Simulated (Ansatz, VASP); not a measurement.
Si in VASP and in Ansatz

Contents of INCAR:

```
  PREC = Accurate
  ENCUT = 500
  EDIFF = 1E-6
  ISMEAR = -1
  SIGMA = 0.05
  LREAL = False
  LASPH = True
  NELM = 120
  ALGO = Normal
  ISIF = 2
  LWAVE = False
  LCHARG = True
  GGA = PE
  LELF = True
  LVHAR = True
  NBANDS = 11
  GGA_COMPAT = False
```

Contents of KPOINTS:

```
Automatic mesh
0
Gamma
  3 3 3
```

The input POSCAR:

```
Si
1.0
    0.0000000000      2.7000000000      2.7000000000
    2.7000000000      0.0000000000      2.7000000000
    2.7000000000      2.7000000000      0.0000000000
Si
2
Direct
    0.0000000000      0.0000000000      0.0000000000
    0.2352167763      0.2352167763      0.2352167763
```

Input for Ansatz:

```yaml
crystal:
  atoms:
  - position: [0.0, 0.0, 0.0]
    symbol: Si
  - position: [0.23521677633651422, 0.23521677633651422, 0.23521677633651422]
    symbol: Si
  lattice:
  - [0.0, 2.7, 2.7]
  - [2.7, 0.0, 2.7]
  - [2.7, 2.7, 0.0]
hamiltonian:
  dispersion: none
  pseudopotentials:
    kind: all_electron
    lapw:
      basis_error: 0.025 meV
      muffin_tin_radii: {Si: 1.0372}
    relativity: scalar
  xc: pbe
kpoints:
  mp_grid:
    grid: [3, 3, 3]
    shift: [0, 0, 0]
magnetization: {spin_polarized: false}
output: {forces: true, stress: true}
scf:
  convergence: {dr2_threshold: 1e-10 eV}
  lower_state_search: 'off'
  max_iter: 200
  occupations: {method: fermi_dirac, width: 0.05}
```

Alike in both runs: task single point; functional PBE; k mesh 3 × 3 × 3; occupations fermi-dirac, width 0.05 eV; no spin polarisation.

|  | VASP | Ansatz |
| --- | --- | --- |
| version | VASP 6.6.1 | Ansatz 0.2 development build |
| potentials or method | VASP PAW PBE potentials, release 64 (Si), cutoff 500 eV | all-electron full-potential LAPW, scalar-relativistic |

```csv
,VASP,Ansatz,Ansatz less VASP
pressure (GPa),6.5,6.5,+0.03
"traceless stress, the component that is largest in VASP (GPa)",4.25,4.27,+0.024
rms of the force components (eV/Å),1.421,1.424,+0.0024
```

Atom by atom the forces differ by 0.002 eV/Å (rms over components). Ansatz ran all-electron here, and VASP with PAW potentials.

The k mesh is coarse, so the values compare programs but aren't converged.
